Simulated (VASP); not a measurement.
Wanted: the native input for a VASP 6.6.1 run.

```
Task                   : single point
Functional             : PBE
Potentials or basis    : VASP PAW PBE potentials, release 64 (Cd, Re)
Cutoff                 : 520 eV
k mesh                 : 4 × 4 × 4
Occupations            : gaussian, width 0.1 eV
Spin                   : no spin polarisation
Dipole correction      : no
Further INCAR settings : ALGO = Normal; EDIFF = 1e-07; NBANDS = 35
```

The structure of CdRe2 lies in POSCAR:

```
CdRe2
1.0
    0.0000000000      3.7396063785      3.7396063785
    3.7396063785      0.0000000000      3.7396063785
    3.7396063785      3.7396063785      0.0000000000
Cd Re
2 4
Direct
    0.0000000000      0.0000000000      0.0000000000
    0.2500000000      0.2500000000      0.2500000000
    0.6250000000      0.6250000000      0.6250000000
    0.1250000000      0.6250000000      0.6250000000
    0.6250000000      0.6250000000      0.1250000000
    0.6250000000      0.1250000000      0.6250000000
```

The cell was generated, and may not be a known phase.

These files were run (other wordings do the same):

INCAR

```
SYSTEM = CdRe2
PREC = Accurate
ENCUT = 520
EDIFF = 1E-7
ISMEAR = 0
SIGMA = 0.1
LREAL = .FALSE.
LASPH = .TRUE.
NELM = 80
ALGO = Normal
ISIF = 2
LWAVE = .FALSE.
LCHARG = .TRUE.
GGA = PE
LELF = .TRUE.
LVHAR = .TRUE.
NBANDS = 35
```

KPOINTS

```
regular mesh
0
G
  4 4 4
  0 0 0
```

Potentials or basis: VASP PAW PBE potentials, release 64 (Cd, Re).

Run with:

```console
$ cat potpaw_PBE.64/Cd/POTCAR potpaw_PBE.64/Re/POTCAR > POTCAR
$ mpirun -np 1 vasp_std > vasp.out
```

It gave:

The pressure is -0.2 GPa. The band gap on the k mesh is zero (bands 26 and 27 overlap by 1.78 eV).

Caveat: the k points lie up to 0.36 Å⁻¹ apart, too coarse for converged energies and pressures of a metal; spin-orbit coupling is left out, which moves the levels of the heavy elements.

Run time: 83 s on 1 thread of Intel(R) Xeon(R) Platinum 8259CL CPU @ 2.50GHz (Skylake/Cascade Lake), on a shared host, peak memory 0.22 GiB.
